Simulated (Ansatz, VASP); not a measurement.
# TaN: VASP beside Ansatz

File POSCAR:

```
TaN
1.0
   -0.9232140014      1.8464280029      1.8464280029
    1.8464280029     -0.9232140014      1.8464280029
    1.8464280029      1.8464280029     -0.9232140014
Ta N
1 1
Direct
    0.5000000000      0.5000000000      0.5000000000
    0.0000000000      0.0000000000      0.0000000000
```

INCAR.step1

```
PREC = Accurate
ENCUT = 520
ISMEAR = 0
SIGMA = 0.15
LREAL = F
LASPH = T
NELM = 100
NBANDS = 15
GGA = PE
ALGO = Normal
EDIFF = 1E-4
LWAVE = T
LCHARG = F
```

INCAR.step2

```
PREC = Accurate
ENCUT = 520
EDIFF = 1E-7
ISMEAR = 0
SIGMA = 0.15
LREAL = F
LASPH = T
NELM = 100
ALGO = Normal
ISIF = 2
LWAVE = F
LCHARG = T
METAGGA = R2SCAN
LMIXTAU = T
LELF = T
LVHAR = T
NBANDS = 15
ISTART = 1
```

KPOINTS

```
Automatic mesh
0
Gamma
  26 26 26
```

Input for Ansatz:

```yaml
crystal:
  lattice:
    - [-0.9232140014, 1.8464280029, 1.8464280029]
    - [1.8464280029, -0.9232140014, 1.8464280029]
    - [1.8464280029, 1.8464280029, -0.9232140014]
  atoms:
    - { symbol: Ta, position: [0.5, 0.5, 0.5] }
    - { symbol: "N", position: [0.0, 0.0, 0.0] }
basis:
  ecutwfc: 500
kpoints:
  mp_grid: { grid: [26, 26, 26] }
hamiltonian:
  xc: r2scan
scf:
  occupations: { method: gaussian, width: 0.15 }
output:
  forces: true
  stress: true
  eigenvalues: true
  write_density: true
  write_potential: true
  elf: true
  volumetric_format: npy
```

Alike in both runs: task single point; functional r2SCAN; k mesh 26 × 26 × 26; occupations gaussian, width 0.15 eV; no spin polarisation.

```csv
,VASP,Ansatz
version,VASP 6.6.1,Ansatz 0.2.0
potentials or method,"VASP PAW PBE potentials, release 64 (Ta_pv, N), cutoff 520 eV","scalar-relativistic, plane waves, PAW"
valence electrons in the cell,16,18
```

|  | VASP | Ansatz | Ansatz less VASP |
| --- | --- | --- | --- |
| gap on the k mesh at the Fermi level (eV) | none | none | - |
| pressure (GPa) | -10.3 | -12.0 | -1.73 |

VASP's potentials were made for PBE, not for r2SCAN. A gap of «none» marks a metal or a gap that the smearing closes. VASP's potentials hold 16 valence electrons a cell and Ansatz's 18, so a difference there can come from the potentials and not from the codes.

Neither program's run includes spin-orbit coupling.
